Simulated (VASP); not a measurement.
Set up this calculation in VASP 6.6.1, as the native input.

* Task: single point
* Functional: PBEsol
* Potentials or basis: VASP PAW PBE potentials, release 64 (In_d, Sb)
* Cutoff: 520 eV
* k mesh: 14 × 14 × 14
* Occupations: gaussian, width 0.15 eV
* Spin: no spin polarisation
* Dipole correction: no
* Further INCAR settings: ALGO = Normal; EDIFF = 1e-06; NBANDS = 16

The structure of InSb lies in POSCAR:

```
InSb
1.0
    0.0000000000      3.0452043241      3.0452043241
    3.0452043241      0.0000000000      3.0452043241
    3.0452043241      3.0452043241      0.0000000000
In Sb
1 1
Direct
    0.0000000000      0.0000000000      0.0000000000
    0.5000000000      0.5000000000      0.5000000000
```

One way to write it, as run:

INCAR

```
PREC = Accurate
ENCUT = 520
EDIFF = 1E-6
ISMEAR = 0
SIGMA = 0.15
LREAL = False
LASPH = True
NELM = 100
ALGO = Normal
ISIF = 2
LWAVE = False
LCHARG = False
GGA = PS
NBANDS = 16
```

KPOINTS

```
Automatic mesh
0
Gamma
  14 14 14
```

Potentials or basis: VASP PAW PBE potentials, release 64 (In_d, Sb).

Launch:

```bash
$ cat potpaw_PBE.64/In_d/POTCAR potpaw_PBE.64/Sb/POTCAR > POTCAR
$ mpirun -np 1 vasp_std > vasp.out
```

It gave:

```yaml
Pressure: -1.4 GPa
Band_gap_on_the_k_mesh: zero (bands 9 and 10 overlap by 2.78 eV)
```

Caveat: the PAW data sets were made with another functional, which shifts forces and pressure a little; spin-orbit coupling is left out, which moves the levels of the heavy elements.

It took 26 s on 1 thread of Intel(R) Xeon(R) 6975P-C (Granite Rapids), on a shared host, peak memory 0.24 GiB.
